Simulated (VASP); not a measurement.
**RbV2: single point with PBE**

Crystal: RbV2.

```
Rb V
1.0
     3.92506    0.00000    0.00000
    -1.96253    3.39920    0.00000
     0.00000    0.00000    6.50282
Rb V
1 2
Direct
  0.00000 0.00000 0.00000
  0.33333 0.66667 0.50000
  0.66667 0.33333 0.50000
```

```yaml
Program: VASP 6.6.1
Task: single point
Functional: PBE
Potentials_or_basis: VASP PAW PBE potentials, release 64 (Rb_sv, V_sv)
Cutoff: 520 eV
k_mesh: 6 × 6 × 4
Occupations: gaussian, width 0.1 eV
Spin: no spin polarisation
Dipole_correction: no
Further_INCAR_settings: ALGO = Fast; EDIFF = 1e-06; NBANDS = 24
```

| Item | Value |
| --- | --- |
| Pressure | 0.2 GPa |
| Band gap on the k mesh | zero (an odd number of electrons rules out a gap without spin polarisation) |

Stress tensor (GPa, compression positive):
```
0.29 0.00 0.00
0.00 0.29 0.00
0.00 0.00 0.10
```

Levels at points of the mesh, in eV from the Fermi level:
```
           k point  band 13  band 14  band 15  band 16  band 17  band 18  band 19  band 20  band 21  band 22
(0.00, 0.00, 0.00)    -4.03    -1.23    -0.08    -0.08     0.45     0.56     0.56     0.92     0.92     1.84
(0.50, 0.00, 0.00)    -1.74    -0.73    -0.66    -0.64    -0.51    -0.14     0.25     0.30     1.20     3.18
(0.00, 0.00, 0.50)    -3.53    -1.57    -0.58    -0.10    -0.10     0.54     0.54     0.92     0.92     2.51
(0.50, 0.00, 0.50)    -1.62    -1.05    -0.99    -0.61    -0.51     0.14     0.51     0.74     1.48     2.13
```

Run time: 52 s on 1 thread of AMD EPYC 7R43 64-Core Processor (Zen 3), with other jobs on the host, peak memory 0.18 GiB.
